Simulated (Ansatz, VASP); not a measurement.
## Two plane-wave programs on Ca

Contents of INCAR:

```
SYSTEM = Ca
PREC = Accurate
ENCUT = 520
EDIFF = 1E-7
ISMEAR = 0
SIGMA = 0.15
LREAL = .FALSE.
LASPH = .TRUE.
NELM = 60
ALGO = Fast
ISIF = 2
LWAVE = .FALSE.
LCHARG = .TRUE.
GGA = PS
LELF = .TRUE.
LVHAR = .TRUE.
NBANDS = 11
```

KPOINTS

```
regular mesh
0
G
  16 16 16
  0 0 0
```

POSCAR

```
Ca
1.0
   -2.3031315389      2.3031315389      2.1188810157
    2.3031315389     -2.3031315389      2.1188810157
    2.3031315389      2.3031315389     -2.1188810157
Ca
1
Direct
    0.0000000000      0.0000000000      0.0000000000
```

Input for Ansatz:

```yaml
crystal:
  lattice:
    - [-2.3031315389, 2.3031315389, 2.1188810157]
    - [2.3031315389, -2.3031315389, 2.1188810157]
    - [2.3031315389, 2.3031315389, -2.1188810157]
  atoms:
    - { symbol: Ca, position: [0.0, 0.0, 0.0] }
basis:
  ecutwfc: 420
kpoints:
  mp_grid: { grid: [16, 16, 16] }
hamiltonian:
  xc: pbesol
scf:
  occupations: { method: gaussian, width: 0.15 }
output:
  forces: true
  stress: true
  eigenvalues: true
```

Alike in both runs: task single point; functional PBEsol; k mesh 16 × 16 × 16; occupations gaussian, width 0.15 eV; no spin polarisation.

```csv
,VASP,Ansatz
version,VASP 6.6.1,Ansatz 0.2.0
potentials or method,"VASP PAW PBE potentials, release 64 (Ca_sv), cutoff 520 eV","scalar-relativistic, plane waves, PAW"
valence electrons in the cell,10,10
```

```tsv
	VASP	Ansatz	Ansatz less VASP
gap on the k mesh at the Fermi level (eV)	none	none	-
pressure (GPa)	-1.6	-1.6	-0.01
traceless stress, the component that is largest in VASP (GPa)	0.12	0.12	+0.001
```

VASP's potentials were made for PBE, not for PBEsol. A gap of «none» marks a metal or a gap that the smearing closes.
